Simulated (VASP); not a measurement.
Input of a VASP 6.6.1 run:

File INCAR:

```
SYSTEM = Ta2Mo
PREC     = Accurate       ! precision mode
ENCUT    = 520            ! plane-wave cutoff, eV
EDIFF    = 1E-6           ! SCF threshold, eV
ISMEAR   = 0              ! smearing method
SIGMA    = 0.1            ! smearing width, eV
LREAL    = .False.        ! projectors in reciprocal space
LASPH    = .True.         ! aspherical terms in the spheres
NELM     = 80             ! most SCF steps
ALGO     = Fast           ! electronic algorithm
ISIF     = 2              ! what is computed and relaxed
LWAVE    = .False.        ! write WAVECAR
LCHARG   = .False.        ! write CHGCAR
GGA      = PE             ! functional
NBANDS   = 45             ! bands
```

The input KPOINTS:

```
Automatic mesh
0
Gamma
  8 8 8
  0 0 0
```

The input POSCAR:

```
Ta2Mo
1.0
    5.4050735773      0.0000000000      0.0000000000
    0.0000000000      5.4050735773      0.0000000000
    0.0000000000      0.0000000000      5.4050735773
Ta Mo
4 2
Direct
    0.2500000000      0.2500000000      0.2500000000
    0.2500000000      0.7500000000      0.7500000000
    0.7500000000      0.7500000000      0.2500000000
    0.7500000000      0.2500000000      0.7500000000
    0.0000000000      0.0000000000      0.0000000000
    0.5000000000      0.5000000000      0.5000000000
```

Potentials or basis: VASP PAW PBE potentials, release 64 (Ta_pv, Mo_sv).

Command:

```console
$ cat potpaw_PBE.64/Ta_pv/POTCAR potpaw_PBE.64/Mo_sv/POTCAR > POTCAR
$ mpirun -np 1 vasp_std > vasp.out
```

Question: Predict the pressure.

Answer: 0.5 GPa.

Question: What does it give for the band gap on the k mesh?

Answer: Zero (bands 36 and 37 overlap by 0.51 eV).

Caveat: spin-orbit coupling is left out, which moves the levels of the heavy elements.
